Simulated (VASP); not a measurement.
Input of a VASP 6.6.1 run:

The input POSCAR:

```
Mg
1.0
   -1.7727644967      1.7727644967      1.7727644967
    1.7727644967     -1.7727644967      1.7727644967
    1.7727644967      1.7727644967     -1.7727644967
Mg
1
Direct
    0.0000000000      0.0000000000      0.0000000000
```

Contents of INCAR.step1:

```
ALGO = Normal ; EDIFF = 1E-4
ENCUT = 600 ; GGA = PE
ISMEAR = 0 ; LASPH = True
LCHARG = False ; LREAL = False
LWAVE = True ; NELM = 100
PREC = Accurate ; SIGMA = 0.1
```

Contents of INCAR.step2:

```
ALGO = Normal ; EDIFF = 1E-7
EDIFFG = -0.005 ; ENCUT = 600
IBRION = 2 ; ISIF = 3
ISMEAR = 0 ; ISTART = 1
LASPH = True ; LCHARG = False
LMIXTAU = True ; LREAL = False
LWAVE = False ; METAGGA = R2SCAN
NELM = 100 ; NSW = 100
PREC = Accurate ; SIGMA = 0.1
```

File KPOINTS:

```
k-points
0
Gamma
  16 16 16
```

Potentials or basis: VASP PAW PBE potentials, release 64 (Mg).

Command:

```console
$ cat potpaw_PBE.64/Mg/POTCAR > POTCAR
$ cp INCAR.step1 INCAR
$ mpirun -np 1 vasp_std > vasp.out
$ cp INCAR.step2 INCAR
$ mpirun -np 1 vasp_std > vasp.out
```

(1) Estimate the band gap on the k mesh.

(2) Estimate the relaxed cell.

Answers

(1) zero (band 1 reaches 6.97 eV, above the bottom of band 2 at 1.95 eV).

(2) a = 3.073 Å, b = 3.073 Å, c = 3.073 Å, α = 109.47°, β = 109.47°, γ = 109.47°.
